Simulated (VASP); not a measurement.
# CdF2 (CdI2 type) (P-3m1) in VASP: notebook, part 2 of 2

VASP 6.6.1.

**3. Single point, PBE**

File INCAR:

```
PREC     = Accurate       # precision mode
ENCUT    = 520            # plane-wave cutoff, eV
EDIFF    = 1E-6           # SCF threshold, eV
ISMEAR   = -1             # smearing method
SIGMA    = 0.05           # smearing width, eV
LREAL    = F              # projectors in reciprocal space
LASPH    = T              # aspherical terms in the spheres
NELM     = 100            # most SCF steps
ALGO     = Normal         # electronic algorithm
ISIF     = 2              # what is computed and relaxed
LWAVE    = F              # write WAVECAR
LCHARG   = F              # write CHGCAR
GGA      = PE             # functional
NBANDS   = 20             # bands
```

File KPOINTS:

```
Automatic mesh
0
Gamma
  13 13 7
```

File POSCAR:

```
CdF2
1.0
    3.5533765355      0.0000000000      0.0000000000
   -1.7766882678      3.0773143490      0.0000000000
    0.0000000000      0.0000000000      4.9659492844
Cd F
1 2
Direct
    0.0000000000      0.0000000000      0.0000000000
    0.3333333333      0.6666666667      0.2003368176
    0.6666666667      0.3333333333      0.7996631824
```

Potentials or basis: VASP PAW PBE potentials, release 64 (Cd, F).

Started as:

```console
$ cat potpaw_PBE.64/Cd/POTCAR potpaw_PBE.64/F/POTCAR > POTCAR
$ mpirun -np 1 vasp_std > vasp.out
```

OUTCAR:

```text
PREC = Accurate
   ENCUT = 520
   EDIFF = 1E-6
   ISMEAR = -1
   LREAL = F
   LASPH = T
   NELM = 100
   ISIF = 2
   GGA = PE

 ion  position               nearest neighbor table
   1  0.000  0.000  0.000-   2 2.28   3 2.28   3 2.28   2 2.28   3 2.28   2 2.28
   2  0.333  0.667  0.200-   1 2.28   1 2.28   1 2.28
   3  0.667  0.333  0.800-   1 2.28   1 2.28   1 2.28

  LATTYP: Found a hexagonal cell.
 ALAT       =     3.5533765355
 C/A-ratio  =     1.3975297115

  Lattice vectors:

 A1 = (   3.5533765355,   0.0000000000,   0.0000000000)
 A2 = (  -1.7766882678,   3.0773143490,   0.0000000000)
 A3 = (   0.0000000000,   0.0000000000,   4.9659492844)

Analysis of symmetry for initial positions (statically):
=====================================================================
 Subroutine PRICEL returns:
 Original cell was already a primitive cell.

 Routine SETGRP: Setting up the symmetry group for a
 hexagonal supercell.

 Subroutine GETGRP returns: Found 12 space group operations
 (whereof 12 operations were pure point group operations)
 out of a pool of 24 trial point group operations.

The static configuration has the point symmetry D_3d.

Analysis of symmetry for dynamics (positions and initial velocities):
=====================================================================
 Subroutine PRICEL returns:
 Original cell was already a primitive cell.

 Routine SETGRP: Setting up the symmetry group for a
 hexagonal supercell.

 Subroutine GETGRP returns: Found 12 space group operations
 (whereof 12 operations were pure point group operations)
 out of a pool of 24 trial point group operations.

The dynamic configuration has the point symmetry D_3d.

 Subroutine INISYM returns: Found 12 space group operations
 (whereof 12 operations are pure point group operations),
 and found     1 'primitive' translations

----------------------------------------------------------------------------------------

                                     Primitive cell

  volume of cell :      54.3019

  direct lattice vectors                    reciprocal lattice vectors
     3.553376535  0.000000000  0.000000000     0.281422470  0.162479339  0.000000000
    -1.776688268  3.077314349  0.000000000     0.000000000  0.324958677  0.000000000
     0.000000000  0.000000000  4.965949284     0.000000000  0.000000000  0.201371368

  length of vectors
     3.553376535  3.553376536  4.965949284     0.324958677  0.324958677  0.201371368

  position of ions in fractional coordinates (direct lattice)
     0.000000000  0.000000000  0.000000000
     0.333333333  0.666666667  0.200336818
     0.666666667  0.333333333  0.799663182

  ion indices of the primitive-cell ions
   primitive index   ion index
                 1           1
                 2           2
                 3           3

----------------------------------------------------------------------------------------

 KPOINTS: Automatic mesh

Automatic generation of k-mesh.
 Grid dimensions read from file:
 generate k-points for:   13   13    7

 Generating k-lattice:

  Cartesian coordinates                     Fractional coordinates (reciprocal lattice)
     0.021647882  0.012498411  0.000000000     0.076923077 -0.000000000  0.000000000
     0.000000000  0.024996821  0.000000000     0.000000000  0.076923077  0.000000000
     0.000000000  0.000000000  0.028767338     0.000000000  0.000000000  0.142857143

  Length of vectors
     0.024996821  0.024996821  0.028767338

  Shift w.r.t. Gamma in fractional coordinates (k-lattice)
     0.000000000  0.000000000  0.000000000

 Subroutine IBZKPT returns following result:
 ===========================================

 Found    126 irreducible k-points:

 Following reciprocal coordinates:
            Coordinates               Weight
  0.000000  0.000000  0.000000      1.000000
  0.076923  0.000000  0.000000      6.000000
  0.153846  0.000000  0.000000      6.000000
  0.230769 -0.000000  0.000000      6.000000
  0.307692  0.000000  0.000000      6.000000
  0.384615 -0.000000  0.000000      6.000000
[... 16 lines left out ...]
  0.076923  0.000000  0.142857      6.000000
  0.000000  0.076923  0.142857      6.000000
 [... further k-points ...]
   k-points           NKPTS =    126   k-points in BZ     NKDIM =    126   number of bands    NBANDS=     20
   number of dos      NEDOS =    301   number of ions     NIONS =      3
   total plane-waves  NPLWV =  31360
   dimension x,y,z NGX =    28 NGY =   28 NGZ =   40
   dimension x,y,z NGXF=    56 NGYF=   56 NGZF=   80
   ions per type =               1   2
   NGX,Y,Z   is equivalent  to a cutoff of  13.10, 13.10, 13.39 a.u.
   NGXF,Y,Z  is equivalent  to a cutoff of  26.20, 26.20, 26.78 a.u.
 SYSTEM =  unknown system
   PREC   = accura    normal or accurate (medium, high low for compatibility)
   ISTART =      0    job   : 0-new  1-cont  2-samecut
   ICHARG =      2    charge: 1-file 2-atom 10-const
   ISPIN  =      1    spin polarized calculation?
   LNONCOLLINEAR =      F non collinear calculations
   LSORBIT =      F    spin-orbit coupling
   LASPH  =      T    aspherical Exc in radial PAW
   ENCUT  =  520.0 eV  38.22 Ry    6.18 a.u.   6.61  6.61  9.23*2*pi/ulx,y,z
   NELM   =    100;   NELMIN=  2; NELMDL= -5     # of ELM steps
   EDIFF  = 0.1E-05   stopping-criterion for ELM
   LREAL  =      F    real-space projection
   EDIFFG = 0.1E-04   stopping-criterion for IOM
   NSW    =      0    number of steps for IOM
   IBRION =     -1    ionic relax: 0-MD 1-quasi-New 2-CG
   NFREE  =      0    steps in history (QN), initial steepest desc. (CG)
   ISIF   =      2    stress and relaxation
   ISYM   =      2    0-nonsym 1-usesym 2-fastsym
   POTIM  = 0.5000    time-step for ionic-motion
   TEBEG  =    0.0;   TEEND  =   0.0 temperature during run
   PSTRESS=    0.0 pullay stress
   NELECT =      26.0000    total number of electrons
   NUPDOWN=      -1.0000    fix difference up-down
   EMIN   =  10.00;   EMAX   =-10.00  energy-range for DOS
   EFERMI =   0.00;   METHOD = LEGACY
   ISMEAR =    -1;   SIGMA  =   0.05  broadening in eV -4-tet -1-fermi 0-gaus
   EFERMI_NEDOS =   21; number of points for ismear=-14 and -15
   IALGO  =     38    algorithm
   IMIX   =      4    mixing-type and parameters
     AMIX     =   0.40;   BMIX     =  1.00
     AMIX_MAG =   1.60;   BMIX_MAG =  1.00
  volume/ion in A,a.u.               =      18.10       122.15
  Fermi-wavevector in a.u.,A,eV,Ry     =   1.280740  2.420247 22.317552  1.640294
  Thomas-Fermi vector in A             =   2.413150
   LORBIT       =      0    0 simple, 1 ext, 2 COOP (PROOUT), +10 PAW based schemes
   GGA     = PE    functional components
   LHFCALC =     F    Hartree Fock is set to
   AEXX    =    0.0000 exact exchange contribution
   IVDW    =     0    specifies the selected vdW correction
   LEPSILON=     F    determine dielectric tensor
   LRPA    =     F    only Hartree local field effects (RPA)
 non-spin polarized calculation
  energy-cutoff  :      520.00
  volume of cell :       54.30
 maximum number of plane-waves:      1489
 NGX is ok and might be reduce to    28
   NGX = 13   NGY = 13   NGZ = 19

 number of electron      25.9999998 magnetization

 Free energy of the ion-electron system (eV)
  ---------------------------------------------------
  ext. energy  EPLUGINS =         0.00000000
  ---------------------------------------------------
  free energy    TOTEN  =       -10.68492328 eV

  energy without entropy =      -10.68492328  energy(sigma->0) =      -10.68492328

 E-fermi :  -2.2216     XC(G=0):  -8.4672

 val. band max:       -3.4680718929   @ k =   0.0000   0.0000   0.4286
 cond. band min:      -0.0622544079   @ k =   0.0000   0.0000   0.0000
 fundamental gap:      3.4058174850
 Fermi energy:        -2.2216047211

 k-point     1 :       0.0000    0.0000    0.0000
  band No.  band energies     occupation
      1     -23.6541      2.00000
      2     -23.1689      2.00000
      3      -8.9114      2.00000
      4      -8.9114      2.00000
      5      -8.5321      2.00000
      6      -7.9429      2.00000
[... 12 lines left out ...]
     19      16.0103      0.00000
     20      16.3130      0.00000
[... 507 lines left out ...]
 k-point    24 :       0.0000    0.0769    0.1429
  band No.  band energies     occupation
      1     -23.6368      2.00000
      2     -23.1799      2.00000
      3      -8.8845      2.00000
      4      -8.8749      2.00000
      5      -8.4953      2.00000
      6      -7.9622      2.00000
[... 12 lines left out ...]
     19      14.9799      0.00000
     20      16.5236      0.00000

 [... further k-points ...]

------------------------ aborting loop because EDIFF is reached ----------------------------------------

  FORCE on cell =-STRESS in cart. coord.  units (eV):
  Direction    XX          YY          ZZ          XY          YZ          ZX
  --------------------------------------------------------------------------------------
  -------------------------------------------------------------------------------------
  Total        0.2573142      0.2573142      0.0628661     -0.0000000      0.0000000      0.0000000
  in kB        7.5920483      7.5920483      1.8548625     -0.0000000      0.0000000      0.0000000
  external PRESSURE =       5.6796530 kB  Pullay stress =       0.0000000 kB

 VOLUME and BASIS-vectors are now :
 -----------------------------------------------------------------------------
  energy-cutoff  :      520.00
  volume of cell :       54.30
      direct lattice vectors                 reciprocal lattice vectors
     3.553376535  0.000000000  0.000000000     0.281422470  0.162479339  0.000000000
    -1.776688268  3.077314349  0.000000000     0.000000000  0.324958677  0.000000000
     0.000000000  0.000000000  4.965949284     0.000000000  0.000000000  0.201371368

 POSITION                                       TOTAL-FORCE (eV/Angst)
 -----------------------------------------------------------------------------------
      0.00000      0.00000      0.00000        -0.000000      0.000000      0.000000
     -0.00000      2.05154      0.99486        -0.000000      0.000000      0.066979
      1.77669      1.02577      3.97109         0.000000      0.000000     -0.066979
 -----------------------------------------------------------------------------------
    total drift:                               -0.000000      0.000000      0.000000

  FREE ENERGIE OF THE ION-ELECTRON SYSTEM (eV)
  ---------------------------------------------------
  free  energy   TOTEN  =       -10.6849232794 eV

  energy  without entropy=      -10.6849232794  energy(sigma->0) =      -10.68492328
```

It took 58 s on 1 thread of Intel Xeon 6975P-C (Granite Rapids), shared host; peak memory 0.26 GiB.

Results:

```yaml
Free_energy: -10.6849 eV
Pressure: 0.6 GPa
Largest_force: 0.067 eV/Å
Band_gap_on_the_k_mesh: 3.41 eV, indirect (least direct gap 3.43 eV)
```

Forces in eV/Å, atoms in the order of the input:
```
Cd   0.000  0.000  0.000
F    0.000  0.000  0.067
F    0.000  0.000 -0.067
```

A k mesh can miss the band edges.
